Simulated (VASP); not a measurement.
**Ge4N: relaxation of the atoms with PBE**

The system is Ge4N, a slab with vacuum.

```
Ge N
1.0
     4.07405    0.00000    0.00000
     0.00000    4.07405    0.00000
     0.00000    0.00000   19.85576
Ge N
4 1
Direct
  0.00000 0.50000 0.20145
  0.00000 0.00000 0.27400
  0.50000 0.00000 0.34937
  0.50000 0.50000 0.42082
  0.75000 0.50000 0.49167
```

```
Program                   : VASP 6.6.1
Task                      : relaxation of the atoms
Functional                : PBE
Potentials or basis       : VASP PAW PBE potentials, release 64 (Ge_d, N)
Cutoff                    : 520 eV
k mesh                    : 7 × 7 × 1
Occupations               : gaussian, width 0.1 eV
Spin                      : no spin polarisation
Dipole correction         : yes
Atoms held fixed (from 0) : [0, 1, 2, 3, 4]
Further INCAR settings    : ALGO = Fast; EDIFF = 1e-06; IBRION = 2; EDIFFG = -0.025; NSW = 36
```

```yaml
Energy_gained_by_relaxing: 2.5 meV/atom
Ionic_steps: 3
Band_gap_on_the_k_mesh: zero (an odd number of electrons rules out a gap without spin polarisation)
```

The path:
```csv
step,energy change (eV),largest force on free atoms (eV/Å),pressure (GPa)
1,0.0000,0.6764,-0.29
2,-0.0124,0.0726,-0.07
3,-0.0125,0.0004,-0.04
```

Final structure:
```xyz
5
Lattice="4.0741 0.0000 0.0000 0.0000 4.0741 0.0000 0.0000 0.0000 19.8558" Properties=species:S:1:pos:R:3 pbc="T T T"
Ge    0.0000    2.0370    4.0000
Ge    0.0000    0.0000    5.4404
Ge    2.0370    0.0000    6.9369
Ge    2.0370    2.0370    8.3558
N     3.0555    2.0370    9.7262
```

Levels at points of the mesh, in eV from the Fermi level:
```csv
k point,band 26,band 27,band 28,band 29,band 30,band 31,band 32,band 33,band 34,band 35
"(0.00, 0.00, 0.00)",-1.94,-1.50,-0.80,-0.48,-0.22,0.81,1.38,1.83,2.14,2.19
```

Wall time 11 min on 1 thread of Oxide Virtual Turin-like Processor, on a shared host, peak memory 0.41 GiB.
